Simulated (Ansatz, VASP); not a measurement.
# Two plane-wave programs on Al3Ga2As5

The input INCAR:

```
  PREC = Accurate
  ENCUT = 500
  EDIFF = 1E-6
  ISMEAR = 0
  SIGMA = 0.1
  LREAL = False
  LASPH = True
  NELM = 120
  ALGO = Normal
  ISIF = 2
  LWAVE = False
  LCHARG = True
  GGA = PE
  LELF = True
  LVHAR = True
  NBANDS = 41
  GGA_COMPAT = False
```

Contents of KPOINTS:

```
Automatic mesh
0
Gamma
  4 4 4
```

The input POSCAR:

```
Al3Ga2As5
1.0
    0.0000000000     -4.0552440000      0.0000000000
    4.0552440000      0.0000000000      0.0000000000
   -2.0276220000      2.0276220000     14.3388692000
Al Ga As
3 2 5
Direct
    0.0000000000      0.0000000000      0.0000000000
    0.5998060000      0.5998060000      0.1996120000
    0.4001940000      0.4001940000      0.8003880000
    0.1998700000      0.1998700000      0.3997400000
    0.8001300000      0.8001300000      0.6002600000
    0.6495330000      0.1495330000      0.2990660000
    0.2500000000      0.7500000000      0.5000000000
    0.8504670000      0.3504670000      0.7009340000
    0.4500910000      0.9500910000      0.9001820000
    0.0499090000      0.5499090000      0.0998180000
```

Input for Ansatz:

```yaml
crystal:
  lattice:
    - [0.0, -4.055244, 0.0]
    - [4.055244, 0.0, 0.0]
    - [-2.027622, 2.027622, 14.3388692]
  atoms:
    - { symbol: Al, position: [0.0, 0.0, 0.0] }
    - { symbol: Al, position: [0.599806, 0.599806, 0.199612] }
    - { symbol: Al, position: [0.400194, 0.400194, 0.800388] }
    - { symbol: Ga, position: [0.19987, 0.19987, 0.39974] }
    - { symbol: Ga, position: [0.80013, 0.80013, 0.60026] }
    - { symbol: As, position: [0.649533, 0.149533, 0.299066] }
    - { symbol: As, position: [0.25, 0.75, 0.5] }
    - { symbol: As, position: [0.850467, 0.350467, 0.700934] }
    - { symbol: As, position: [0.450091, 0.950091, 0.900182] }
    - { symbol: As, position: [0.049909, 0.549909, 0.099818] }
basis:
  ecutwfc: 420
kpoints:
  mp_grid: { grid: [4, 4, 4] }
hamiltonian:
  xc: pbe
scf:
  occupations: { method: gaussian, width: 0.1 }
  lower_state_search: "off"
output:
  forces: true
  stress: true
  eigenvalues: true
```

Alike in both runs: task single point; functional PBE; k mesh 4 × 4 × 4; occupations gaussian, width 0.1 eV; no spin polarisation.

```csv
,VASP,Ansatz
version,VASP 6.6.1,Ansatz 0.2.0
potentials or method,"VASP PAW PBE potentials, release 64 (Al, Ga_d, As), cutoff 500 eV","scalar-relativistic, plane waves, PAW"
valence electrons in the cell,60,110
```

|  | VASP | Ansatz | Ansatz less VASP |
| --- | --- | --- | --- |
| gap on the k mesh at the Fermi level (eV) | 1.04 | 1.04 | -0.003 |
| least direct gap on the mesh (eV) | 1.04 | 1.04 | -0.003 |
| pressure (GPa) | 0.3 | 0.1 | -0.16 |
| traceless stress, the component that is largest in VASP (GPa) | -0.66 | -0.65 | +0.003 |
| rms of the force components (eV/Å) | 0.005 | 0.005 | -0.0008 |

Atom by atom the forces differ by 0.001 eV/Å (rms over components). The functional is the same, so the differences come from potentials, cutoffs and numerics. VASP's potentials hold 60 valence electrons a cell and Ansatz's 110, so a difference there can come from the potentials and not from the codes.
